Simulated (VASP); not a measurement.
Input of a VASP 6.6.1 run:

File POSCAR:

```
Tl
1.0
    0.0000000000      2.1501226000      2.1501226000
    2.1501226000      0.0000000000      2.1501226000
    2.1501226000      2.1501226000      0.0000000000
Tl
1
Direct
    0.0000000000      0.0000000000      0.0000000000
```

INCAR.step1

```
SYSTEM = Tl
PREC = Accurate
ENCUT = 520
ISMEAR = 0
SIGMA = 0.1301
LREAL = .FALSE.
LASPH = .TRUE.
NELM = 100
NBANDS = 12
GGA = PE
ALGO = Normal
EDIFF = 1E-4
LWAVE = .TRUE.
LCHARG = .FALSE.
```

Contents of INCAR.step2:

```
SYSTEM = Tl
PREC = Accurate
ENCUT = 520
EDIFF = 1E-7
ISMEAR = 0
SIGMA = 0.1301
LREAL = .FALSE.
LASPH = .TRUE.
NELM = 100
ALGO = Normal
ISIF = 2
LWAVE = .FALSE.
LCHARG = .FALSE.
METAGGA = R2SCAN
LMIXTAU = .TRUE.
NBANDS = 12
ISTART = 1
```

Contents of KPOINTS:

```
Automatic mesh
0
G
  13 13 13
  0 0 0
```

Potentials or basis: VASP PAW PBE potentials, release 64 (Tl_d).

Launch:

```sh
$ cat potpaw_PBE.64/Tl_d/POTCAR > POTCAR
$ cp INCAR.step1 INCAR
$ mpirun -np 1 vasp_std > vasp.out
$ cp INCAR.step2 INCAR
$ mpirun -np 1 vasp_std > vasp.out
```

Q: What does it give for the pressure?

A: 39.7 GPa.

Caveat: the PAW data sets were made with another functional, which shifts forces and pressure a little.
